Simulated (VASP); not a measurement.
A run of VASP 6.6.1 is set up as follows.

Contents of INCAR:

```
SYSTEM = Hf4C3
ALGO = Normal ; EDIFF = 1E-6
ENCUT = 520 ; GGA = PE
ISIF = 2 ; ISMEAR = 0
LASPH = .True. ; LCHARG = .False.
LREAL = .False. ; LWAVE = .False.
NBANDS = 35 ; NELM = 80
PREC = Accurate ; SIGMA = 0.1
```

The input KPOINTS:

```
k-points
0
Gamma
  6 6 6
  0 0 0
```

POSCAR

```
Hf4C3
1.0
   -2.4682831900      2.4682831900      2.4682831900
    2.4682831900     -2.4682831900      2.4682831900
    2.4682831900      2.4682831900     -2.4682831900
Hf C
4 3
Direct
    0.2838667800      0.2838667800      0.2838667800
    0.0000000000      0.0000000000      0.7161332200
    0.0000000000      0.7161332200      0.0000000000
    0.7161332200      0.0000000000      0.0000000000
    0.0000000000      0.5000000000      0.5000000000
    0.5000000000      0.0000000000      0.5000000000
    0.5000000000      0.5000000000      0.0000000000
```

Potentials or basis: VASP PAW PBE potentials, release 64 (Hf_pv, C).

Command:

```sh
$ cat potpaw_PBE.64/Hf_pv/POTCAR potpaw_PBE.64/C/POTCAR > POTCAR
$ mpirun -np 1 vasp_std > vasp.out
```

Question: What does it give for the largest force?

Answer: 46.462 eV/Å.

Question: What does it give for the band gap on the k mesh?

Answer: Zero (band 26 reaches 11.39 eV, above the bottom of band 27 at 9.66 eV).

Forces in eV/Å, atoms in the order of the input:
```
Hf   26.825  26.825  26.825
Hf  -26.825 -26.825  26.825
Hf  -26.825  26.825 -26.825
Hf   26.825 -26.825 -26.825
C     0.000   0.000   0.000
C     0.000   0.000   0.000
C     0.000   0.000   0.000
```

Caveat: spin-orbit coupling is left out, which moves the levels of the heavy elements; forces of over 1 eV/Å act on the atoms, so gaps and moduli don't describe the material at rest.
